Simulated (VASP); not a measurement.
# BaIr3 (Pm-3m) in VASP: notebook, part 2 of 2

VASP 6.6.1.

## (4) Single point, PBE (volume scaled by 1.040)

The input, INCAR:

```
  PREC = Accurate
  ENCUT = 500
  EDIFF = 1E-6
  ISMEAR = 0
  SIGMA = 0.05
  LREAL = F
  LASPH = T
  NELM = 120
  ALGO = Normal
  ISIF = 2
  LWAVE = F
  LCHARG = F
  GGA = PE
  NBANDS = 38
  GGA_COMPAT = F
```

The input, KPOINTS:

```
Automatic mesh
0
Gamma
  8 8 8
```

The input, POSCAR:

```
BaIr3
1.0
    4.2766471931      0.0000000000      0.0000000000
    0.0000000000      4.2766471931      0.0000000000
    0.0000000000      0.0000000000      4.2766471931
Ba Ir
1 3
Direct
    0.0000000000      0.0000000000      0.0000000000
    0.0000000000      0.5000000000      0.5000000000
    0.5000000000      0.5000000000      0.0000000000
    0.5000000000      0.0000000000      0.5000000000
```

Potentials or basis: VASP PAW PBE potentials, release 64 (Ba_sv, Ir_sv_GW).

Command:

```bash
$ cat potpaw_PBE.64/Ba_sv/POTCAR potpaw_PBE.64/Ir_sv_GW/POTCAR > POTCAR
$ mpirun -np 1 vasp_std > vasp.out
```

OUTCAR:

```text
PREC = Accurate
   ENCUT = 500
   EDIFF = 1E-6
   ISMEAR = 0
   LREAL = F
   LASPH = T
   NELM = 120
   ISIF = 2
   GGA = PE

 ion  position               nearest neighbor table
   1  0.000  0.000  0.000-   2 3.02   3 3.02   4 3.02   2 3.02   4 3.02   2 3.02   3 3.02   2 3.02
                             3 3.02   4 3.02   4 3.02   3 3.02
   2  0.000  0.500  0.500-   1 3.02   3 3.02   4 3.02   1 3.02   3 3.02   1 3.02   4 3.02   1 3.02
                             3 3.02   4 3.02   3 3.02   4 3.02
   3  0.500  0.500  0.000-   1 3.02   2 3.02   4 3.02   2 3.02   4 3.02   1 3.02   4 3.02   4 3.02
                             1 3.02   2 3.02   2 3.02   1 3.02
   4  0.500  0.000  0.500-   1 3.02   2 3.02   3 3.02   1 3.02   3 3.02   2 3.02   3 3.02   3 3.02
                             1 3.02   2 3.02   1 3.02   2 3.02

  LATTYP: Found a simple cubic cell.
 ALAT       =     4.2766471931

  Lattice vectors:

 A1 = (   4.2766471931,   0.0000000000,   0.0000000000)
 A2 = (   0.0000000000,   4.2766471931,   0.0000000000)
 A3 = (   0.0000000000,   0.0000000000,   4.2766471931)

Analysis of symmetry for initial positions (statically):
=====================================================================
 Subroutine PRICEL returns:
 Original cell was already a primitive cell.

 Routine SETGRP: Setting up the symmetry group for a
 simple cubic supercell.

 Subroutine GETGRP returns: Found 48 space group operations
 (whereof 48 operations were pure point group operations)
 out of a pool of 48 trial point group operations.

The static configuration has the point symmetry O_h .

Analysis of symmetry for dynamics (positions and initial velocities):
=====================================================================
 Subroutine PRICEL returns:
 Original cell was already a primitive cell.

 Routine SETGRP: Setting up the symmetry group for a
 simple cubic supercell.

 Subroutine GETGRP returns: Found 48 space group operations
 (whereof 48 operations were pure point group operations)
 out of a pool of 48 trial point group operations.

The dynamic configuration has the point symmetry O_h .

 Subroutine INISYM returns: Found 48 space group operations
 (whereof 48 operations are pure point group operations),
 and found     1 'primitive' translations

----------------------------------------------------------------------------------------

                                     Primitive cell

  volume of cell :      78.2186

  direct lattice vectors                    reciprocal lattice vectors
     4.276647193  0.000000000  0.000000000     0.233828033  0.000000000  0.000000000
     0.000000000  4.276647193  0.000000000     0.000000000  0.233828033  0.000000000
     0.000000000  0.000000000  4.276647193     0.000000000  0.000000000  0.233828033

  length of vectors
     4.276647193  4.276647193  4.276647193     0.233828033  0.233828033  0.233828033

  position of ions in fractional coordinates (direct lattice)
     0.000000000  0.000000000  0.000000000
     0.000000000  0.500000000  0.500000000
     0.500000000  0.500000000  0.000000000
     0.500000000  0.000000000  0.500000000

  ion indices of the primitive-cell ions
   primitive index   ion index
                 1           1
                 2           2
                 3           3
                 4           4

----------------------------------------------------------------------------------------

 KPOINTS: Automatic mesh

Automatic generation of k-mesh.
 Grid dimensions read from file:
 generate k-points for:    8    8    8

 Generating k-lattice:

  Cartesian coordinates                     Fractional coordinates (reciprocal lattice)
     0.029228504  0.000000000  0.000000000     0.125000000  0.000000000  0.000000000
     0.000000000  0.029228504  0.000000000     0.000000000  0.125000000  0.000000000
     0.000000000  0.000000000  0.029228504     0.000000000  0.000000000  0.125000000

  Length of vectors
     0.029228504  0.029228504  0.029228504

  Shift w.r.t. Gamma in fractional coordinates (k-lattice)
     0.000000000  0.000000000  0.000000000

 Subroutine IBZKPT returns following result:
 ===========================================

 Found     35 irreducible k-points:

 Following reciprocal coordinates:
            Coordinates               Weight
  0.000000  0.000000  0.000000      1.000000
  0.125000  0.000000  0.000000      6.000000
  0.250000  0.000000  0.000000      6.000000
  0.375000  0.000000  0.000000      6.000000
  0.500000  0.000000  0.000000      3.000000
  0.125000  0.125000  0.000000     12.000000
[... 16 lines left out ...]
  0.375000  0.375000  0.125000     24.000000
  0.500000  0.375000  0.125000     24.000000
 [... further k-points ...]
   k-points           NKPTS =     35   k-points in BZ     NKDIM =     35   number of bands    NBANDS=     38
   number of dos      NEDOS =    301   number of ions     NIONS =      4
   total plane-waves  NPLWV =  32768
   dimension x,y,z NGX =    32 NGY =   32 NGZ =   32
   dimension x,y,z NGXF=    64 NGYF=   64 NGZF=   64
   ions per type =               1   3
   NGX,Y,Z   is equivalent  to a cutoff of  12.44, 12.44, 12.44 a.u.
   NGXF,Y,Z  is equivalent  to a cutoff of  24.88, 24.88, 24.88 a.u.
 SYSTEM =  unknown system
   PREC   = accura    normal or accurate (medium, high low for compatibility)
   ISTART =      0    job   : 0-new  1-cont  2-samecut
   ICHARG =      2    charge: 1-file 2-atom 10-const
   ISPIN  =      1    spin polarized calculation?
   LNONCOLLINEAR =      F non collinear calculations
   LSORBIT =      F    spin-orbit coupling
   LASPH  =      T    aspherical Exc in radial PAW
   ENCUT  =  500.0 eV  36.75 Ry    6.06 a.u.   7.80  7.80  7.80*2*pi/ulx,y,z
   NELM   =    120;   NELMIN=  2; NELMDL= -5     # of ELM steps
   EDIFF  = 0.1E-05   stopping-criterion for ELM
   LREAL  =      F    real-space projection
   EDIFFG = 0.1E-04   stopping-criterion for IOM
   NSW    =      0    number of steps for IOM
   IBRION =     -1    ionic relax: 0-MD 1-quasi-New 2-CG
   NFREE  =      0    steps in history (QN), initial steepest desc. (CG)
   ISIF   =      2    stress and relaxation
   ISYM   =      2    0-nonsym 1-usesym 2-fastsym
   POTIM  = 0.5000    time-step for ionic-motion
   TEBEG  =    0.0;   TEEND  =   0.0 temperature during run
   PSTRESS=    0.0 pullay stress
   NELECT =      61.0000    total number of electrons
   NUPDOWN=      -1.0000    fix difference up-down
   EMIN   =  10.00;   EMAX   =-10.00  energy-range for DOS
   EFERMI =   0.00;   METHOD = LEGACY
   ISMEAR =     0;   SIGMA  =   0.05  broadening in eV -4-tet -1-fermi 0-gaus
   EFERMI_NEDOS =   21; number of points for ismear=-14 and -15
   IALGO  =     38    algorithm
   IMIX   =      4    mixing-type and parameters
     AMIX     =   0.40;   BMIX     =  1.00
     AMIX_MAG =   1.60;   BMIX_MAG =  1.00
  volume/ion in A,a.u.               =      19.55       131.96
  Fermi-wavevector in a.u.,A,eV,Ry     =   1.506889  2.847608 30.894959  2.270715
  Thomas-Fermi vector in A             =   2.617547
   LORBIT       =      0    0 simple, 1 ext, 2 COOP (PROOUT), +10 PAW based schemes
   GGA     = PE    functional components
   LHFCALC =     F    Hartree Fock is set to
   AEXX    =    0.0000 exact exchange contribution
   IVDW    =     0    specifies the selected vdW correction
   LEPSILON=     F    determine dielectric tensor
   LRPA    =     F    only Hartree local field effects (RPA)
 non-spin polarized calculation
 Gauss-broadening in eV      SIGMA  =   0.05
  energy-cutoff  :      500.00
  volume of cell :       78.22
 maximum number of plane-waves:      2008
 NGX is ok and might be reduce to    32
   NGX = 15   NGY = 15   NGZ = 15

 number of electron      60.9999997 magnetization

 Free energy of the ion-electron system (eV)
  ---------------------------------------------------
  ext. energy  EPLUGINS =         0.00000000
  ---------------------------------------------------
  free energy    TOTEN  =       -26.41346592 eV

  energy without entropy =      -26.40642065  energy(sigma->0) =      -26.40994329

 E-fermi :   7.0185     XC(G=0): -12.4028

 val. band max:        7.0117721838   @ k =   0.5000   0.2500   0.0000
 cond. band min:       7.0212372092   @ k =   0.2500   0.1250   0.0000
 fundamental gap:      0.0094650253
 Fermi energy:         7.0185253795

 k-point     1 :       0.0000    0.0000    0.0000
  band No.  band energies     occupation
      1     -84.2490      2.00000
      2     -84.2336      2.00000
      3     -84.2336      2.00000
      4     -41.2288      2.00000
      5     -41.2288      2.00000
      6     -41.2288      2.00000
[... 973 lines left out ...]
     37      12.1482      0.00000
     38      14.5570      0.00000

 [... further k-points ...]
[... 5 lines left out ...]
  --------------------------------------------------------------------------------------
  -------------------------------------------------------------------------------------
  Total       -1.7021101     -1.7021101     -1.7021101      0.0000000      0.0000000     -0.0000000
  in kB      -34.8648635    -34.8648635    -34.8648635      0.0000000      0.0000000     -0.0000000
  external PRESSURE =     -34.8648635 kB  Pullay stress =       0.0000000 kB

 VOLUME and BASIS-vectors are now :
 -----------------------------------------------------------------------------
  energy-cutoff  :      500.00
  volume of cell :       78.22
      direct lattice vectors                 reciprocal lattice vectors
     4.276647193  0.000000000  0.000000000     0.233828033  0.000000000  0.000000000
     0.000000000  4.276647193  0.000000000     0.000000000  0.233828033  0.000000000
     0.000000000  0.000000000  4.276647193     0.000000000  0.000000000  0.233828033

 POSITION                                       TOTAL-FORCE (eV/Angst)
 -----------------------------------------------------------------------------------
      0.00000      0.00000      0.00000         0.000000      0.000000      0.000000
      0.00000      2.13832      2.13832         0.000000      0.000000      0.000000
      2.13832      2.13832      0.00000         0.000000      0.000000      0.000000
      2.13832      0.00000      2.13832         0.000000      0.000000      0.000000
 -----------------------------------------------------------------------------------
    total drift:                                0.000000     -0.000000     -0.000000

  FREE ENERGIE OF THE ION-ELECTRON SYSTEM (eV)
  ---------------------------------------------------
  free  energy   TOTEN  =       -26.4134659236 eV

  energy  without entropy=      -26.4064206475  energy(sigma->0) =      -26.40994329
```

OSZICAR:

```text
N       E                     dE             d eps       ncg     rms          rms(c)
DAV:   1     0.591461983477E+03    0.59146E+03   -0.41233E+04  3068   0.160E+03
DAV:   2    -0.314734567594E+01   -0.59461E+03   -0.57718E+03  3268   0.485E+02
DAV:   3    -0.334092165332E+02   -0.30262E+02   -0.28965E+02  3594   0.951E+01
DAV:   4    -0.341304910411E+02   -0.72127E+00   -0.71762E+00  3182   0.130E+01
DAV:   5    -0.341507943230E+02   -0.20303E-01   -0.20294E-01  3314   0.188E+00    0.119E+02
DAV:   6    -0.266554832969E+02    0.74953E+01   -0.43241E+01  2882   0.296E+01    0.492E+01
DAV:   7    -0.264825540043E+02    0.17293E+00   -0.36844E+00  2846   0.109E+01    0.347E+01
DAV:   8    -0.264325938134E+02    0.49960E-01   -0.21414E-01  3220   0.298E+00    0.309E+00
DAV:   9    -0.264133964434E+02    0.19197E-01   -0.90199E-02  2876   0.166E+00    0.541E-01
DAV:  10    -0.264134730595E+02   -0.76616E-04   -0.42825E-03  3442   0.275E-01    0.410E-01
DAV:  11    -0.264134734686E+02   -0.40901E-06   -0.12376E-04  3124   0.742E-02    0.546E-02
DAV:  12    -0.264134652335E+02    0.82351E-05   -0.24462E-05  2748   0.245E-02    0.589E-02
DAV:  13    -0.264134659236E+02   -0.69015E-06   -0.40757E-06  2578   0.107E-02
   1 F= -.26413466E+02 E0= -.26409943E+02  d E =-.704528E-02
```

Wall time 34 s (1 thread of Intel Xeon 6975P-C (Granite Rapids), shared host); peak memory 0.23 GiB.

What came out:

* Free energy: -26.4135 eV
* Pressure: -3.5 GPa

Caveat: spin-orbit coupling is left out, which moves the levels of the heavy elements.

## (5) Overview

```tsv
cell	gap on the mesh (eV)	pressure (GPa)
a = 4.357 Å, 4 atoms	none	-9.5
a = 4.193 Å, 4 atoms	none	5.0
a = 4.277 Å, 4 atoms	none	-3.5
```

Alike in all rows: task single point; level PBE; potentials or basis VASP PAW PBE potentials, release 64 (Ba_sv, Ir_sv_GW); no spin polarisation; k mesh 8 × 8 × 8; cutoff (eV) 500; smearing gaussian 0.05 eV.

Caveats: spin-orbit coupling is left out, which moves the levels of the heavy elements.

Total energies depend on the potentials used, so only differences within one code and one set of settings carry meaning.
